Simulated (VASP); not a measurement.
# AlAs2 (R-3m) in VASP: notebook, part 2 of 2

VASP 6.6.1.

### 4 Relaxation of cell and atoms, PBE

Input file INCAR:

```
SYSTEM = AlAs2
PREC = Accurate
ENCUT = 600
EDIFF = 1E-6
ISMEAR = 0
SIGMA = 0.1
LREAL = .False.
LASPH = .True.
NELM = 80
ALGO = Normal
ISIF = 3
LWAVE = .False.
LCHARG = .False.
GGA = PE
IBRION = 2
NSW = 90
EDIFFG = -0.04
```

Input file KPOINTS:

```
Automatic mesh
0
Gamma
  6 6 6
  0 0 0
```

Input file POSCAR:

```
AlAs2
1.0
    1.7757834020      1.0252490251      5.3633201422
   -1.7757834020      1.0252490251      5.3633201422
    0.0000000000     -2.0504980503      5.3633201422
Al As
1 2
Direct
    0.0000000000      0.0000000000      0.0000000000
    0.7500000000      0.7500000000      0.7500000000
    0.2500000000      0.2500000000      0.2500000000
```

Potentials or basis: VASP PAW PBE potentials, release 64 (Al, As).

Started as:

```bash
$ cat potpaw_PBE.64/Al/POTCAR potpaw_PBE.64/As/POTCAR > POTCAR
$ mpirun -np 1 vasp_std > vasp.out
```

OUTCAR:

```text
SYSTEM = AlAs2
   PREC = Accurate
   ENCUT = 600
   EDIFF = 1E-6
   ISMEAR = 0
   LREAL = .False.
   LASPH = .True.
   NELM = 80
   ISIF = 3
   GGA = PE
   IBRION = 2
   NSW = 90
   EDIFFG = -0.04

 ion  position               nearest neighbor table
   1  0.000  0.000  0.000-   2 2.45   3 2.45   2 2.45   2 2.45   3 2.45   3 2.45
   2  0.750  0.750  0.750-   1 2.45   1 2.45   1 2.45
   3  0.250  0.250  0.250-   1 2.45   1 2.45   1 2.45

  LATTYP: Found a trigonal (rhomboedric) cell.
 ALAT       =     5.7419287005
 COS(alpha) =     0.8087090652

  Lattice vectors:

 A1 = (   1.7757834020,   1.0252490251,   5.3633201422)
 A2 = (  -1.7757834020,   1.0252490251,   5.3633201422)
 A3 = (   0.0000000000,  -2.0504980503,   5.3633201422)

Analysis of symmetry for initial positions (statically):
=====================================================================
[... 915 lines left out ...]
      2      -4.5610      2.00000
      3      -1.0638      2.00000
      4       0.6701      2.00000
      5       2.4166      2.00000
      6       4.9645      2.00000
      7       7.0327      0.00000
      8       7.3035      0.00000
      9       8.2994      0.00000
     10      11.2987      0.00000

 [... further k-points ...]

[... ionic steps 4 to 16 ...]

--------------------------------------- Ionic step       17  -------------------------------------------

 number of electron      13.0000000 magnetization

------------------------ aborting loop because EDIFF is reached ----------------------------------------
[... 69 lines left out ...]
--------------------------------------- Ionic step       19  -------------------------------------------

 number of electron      13.0000000 magnetization

 Free energy of the ion-electron system (eV)
  ---------------------------------------------------
  ext. energy  EPLUGINS =         0.00000000
  ---------------------------------------------------
  free energy    TOTEN  =       -12.86445463 eV

  energy without entropy =      -12.86122619  energy(sigma->0) =      -12.86284041

 E-fermi :   5.5291     XC(G=0):  -9.9835

 val. band max:        5.4168265442   @ k =   0.3333  -0.0000  -0.0000
 cond. band min:       5.5668237387   @ k =   0.3333   0.3333   0.3333
 fundamental gap:      0.1499971945
 Fermi energy:         5.5290681848
[... 342 lines left out ...]
  FREE ENERGIE OF THE ION-ELECTRON SYSTEM (eV)
  ---------------------------------------------------
  free  energy   TOTEN  =       -12.8644546253 eV

  energy  without entropy=      -12.8612261864  energy(sigma->0) =      -12.86284041

 reached required accuracy - stopping structural energy minimisation
```

CONTCAR:

```text
AlAs2
   1.00000000000000
     1.9146600789447690    1.1054295119115916    4.7623504282242406
    -1.9146600789447690    1.1054295119115916    4.7623504282242406
     0.0000000000000000   -2.2108590239191472    4.7623504282218656
  Al              As
     1     2
Direct
     0.0000000000000000    0.0000000000000000    0.0000000000000000
     0.7659222447463272    0.7659222447463272    0.7659222447463312
     0.2340777552536727    0.2340777552536727    0.2340777552536686

  0.00000000E+00  0.00000000E+00  0.00000000E+00
  0.00000000E+00  0.00000000E+00  0.00000000E+00
  0.00000000E+00  0.00000000E+00  0.00000000E+00
```

Run time: 4.3 min. Hardware: 1 thread of Intel Xeon 6975P-C (Granite Rapids), shared host; peak memory 0.36 GiB.

What came out:

```yaml
Free_energy: -12.8645 eV
Relaxed_volume: 20.16 Å³/atom
Relaxed_cell: a = 5.251 Å, b = 5.251 Å, c = 5.251 Å, α = 42.77°, β = 42.77°, γ = 42.77°
Space_group_after_relaxing_to_0.05_Å: R-3m (No. 166)
Energy_gained_by_relaxing: 242.8 meV/atom
Ionic_steps: 19
Pressure_after_relaxing: 0.2 GPa
Largest_force_after_relaxing: 0.019 eV/Å
```

Forces in eV/Å, atoms in the order of the input:
```
Al   0.000  0.000  0.000
As   0.000  0.000  0.019
As   0.000  0.000 -0.019
```

The path:
| step | energy change (eV) | largest force (eV/Å) | pressure (GPa) | volume (Å³) |
| --- | --- | --- | --- | --- |
| 1 | 0.0000 | 1.6447 | 10.96 | 58.59 |
| 2 | -0.2516 | 0.0057 | -5.45 | 70.63 |
| 3 | -0.3275 | 0.4198 | -1.40 | 66.19 |
| 4 | -0.3822 | 0.4627 | -1.26 | 65.18 |
| 5 | -0.5861 | 0.5989 | -0.07 | 62.02 |
| 6 | -0.4134 | 0.9606 | 9.58 | 55.16 |
| 7 | -0.6894 | 0.4952 | 2.28 | 59.56 |
| 8 | -0.6920 | 0.3314 | 3.30 | 58.77 |
| 9 | -0.7052 | 0.0607 | 1.91 | 59.67 |
| 10 | -0.7060 | 0.0123 | 2.15 | 59.49 |
| 11 | -0.7191 | 0.0636 | 0.74 | 60.51 |
| 12 | -0.7218 | 0.0935 | -0.27 | 61.31 |
| 13 | -0.7218 | 0.0916 | -0.19 | 61.25 |
| 14 | -0.7229 | 0.0940 | -0.18 | 61.19 |
| 15 | -0.7258 | 0.0970 | -0.15 | 61.02 |
| 16 | -0.7264 | 0.0913 | -0.07 | 60.67 |
| 17 | -0.7271 | 0.0947 | -0.12 | 60.83 |
| 18 | -0.7283 | 0.0478 | 0.09 | 60.61 |
| 19 | -0.7285 | 0.0193 | 0.22 | 60.48 |

Final structure:
```
CELL_PARAMETERS angstrom
1.91466 1.10543 4.76235
-1.91466 1.10543 4.76235
0.00000 -2.21086 4.76235
ATOMIC_POSITIONS crystal
Al 0.00000 0.00000 0.00000
As 0.76592 0.76592 0.76592
As 0.23408 0.23408 0.23408
```

### 5 Single point, PBE

This run uses another cell than the first one, of 20.25 Å³/atom, 1.037 times its volume.

Input file INCAR:

```
SYSTEM = AlAs2
ALGO = Normal ; EDIFF = 1E-6
ENCUT = 520 ; GGA = PE
ISIF = 2 ; ISMEAR = 0
LASPH = .True. ; LCHARG = .True.
LELF = .True. ; LREAL = .False.
LVHAR = .True. ; LWAVE = .False.
NBANDS = 14 ; NELM = 100
PREC = Accurate ; SIGMA = 0.1
```

Input file KPOINTS:

```
k-points
0
Gamma
  12 12 12
  0 0 0
```

Input file POSCAR:

```
AlAs2
1.0
    1.9279526002      1.1131039527      4.7185348577
   -1.9279526002      1.1131039527      4.7185348577
    0.0000000000     -2.2262079055      4.7185348577
Al As
1 2
Direct
    0.0000000000      0.0000000000      0.0000000000
    0.7647142663      0.7647142663      0.7647142663
    0.2352857337      0.2352857337      0.2352857337
```

Started as:

```bash
$ cat potpaw_PBE.64/Al/POTCAR potpaw_PBE.64/As/POTCAR > POTCAR
$ mpirun -np 1 vasp_std > vasp.out
```

Run time: 100 s. Hardware: 1 thread of Intel Xeon 6975P-C (Granite Rapids), shared host; peak memory 0.33 GiB.

Results (log left out):

- Free energy: -12.8490 eV
- Pressure: 0.1 GPa
- Largest force: 0.006 eV/Å

Forces in eV/Å, atoms in the order of the input:
```
Al   0.000  0.000  0.000
As   0.000  0.000  0.006
As   0.000  0.000 -0.006
```

Levels at points of the mesh, in eV from the Fermi level:
| k point | band 2 | band 3 | band 4 | band 5 | band 6 | band 7 | band 8 | band 9 | band 10 | band 11 |
| --- | --- | --- | --- | --- | --- | --- | --- | --- | --- | --- |
| (0.00, 0.00, 0.00) | -9.10 | -5.38 | -1.06 | -1.06 | 0.70 | 0.70 | 0.91 | 3.10 | 4.10 | 4.10 |
| (0.50, 0.00, 0.00) | -10.63 | -4.83 | -4.31 | -2.01 | -1.84 | -1.71 | -1.52 | 2.85 | 3.45 | 8.76 |
| (0.50, 0.50, 0.00) | -9.81 | -6.97 | -5.36 | -3.11 | 0.55 | 0.86 | 1.32 | 2.03 | 5.11 | 5.17 |
| (0.50, 0.50, 0.50) | -11.73 | -1.81 | -0.99 | -0.99 | -0.74 | 0.18 | 0.18 | 4.30 | 4.44 | 5.29 |

### 6 Overview

| task | cell | k mesh | cutoff (eV) | gap on the mesh (eV) | pressure (GPa) | largest force (eV/Å) |
| --- | --- | --- | --- | --- | --- | --- |
| single point | a = 5.742 Å, angles 36.0°, 3 atoms | 6 × 6 × 6 | 520 | none | 11.0 | 1.64 |
| single point | a = 5.252 Å, angles 42.8°, 3 atoms | 6 × 6 × 6 | 520 | none | 0.2 | 0.02 |
| relaxation of cell and atoms | relaxed from a = 5.742 Å, angles 36.0°, 3 atoms | 6 × 6 × 6 | 600 | none | 0.2 | 0.02 |
| single point | a = 5.217 Å, angles 43.4°, 3 atoms | 12 × 12 × 12 | 520 | none | 0.1 | 0.01 |

Alike in all rows: level PBE; potentials or basis VASP PAW PBE potentials, release 64 (Al, As); no spin polarisation; smearing gaussian 0.1 eV.

Caveats: forces of over 1 eV/Å act on the atoms, so gaps and moduli don't describe the material at rest (some runs).

Total energies depend on the potentials used, so only differences within one code and one set of settings carry meaning.
